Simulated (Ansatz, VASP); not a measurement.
## Nb: VASP beside Ansatz

```
CELL_PARAMETERS angstrom
0.00000 2.09373 2.09373
2.09373 0.00000 2.09373
2.09373 2.09373 0.00000
ATOMIC_POSITIONS crystal
Nb 0.00000 0.00000 0.00000
```

Alike in both runs: task single point; functional RPBE; k mesh 21 × 21 × 21; occupations fermi-dirac, width 0.1 eV; no spin polarisation.

|  | VASP | Ansatz |
| --- | --- | --- |
| version | VASP 6.6.1 | Ansatz 0.2.0 |
| potentials or method | VASP PAW PBE potentials, release 64 (Nb_sv), cutoff 520 eV | plane waves (420 eV) with PAW, scalar-relativistic |
| valence electrons in the cell | 13 | 13 |

|  | VASP | Ansatz | Ansatz less VASP |
| --- | --- | --- | --- |
| pressure (GPa) | 6.4 | 6.7 | +0.33 |

VASP's potentials were made for PBE, not for RPBE.
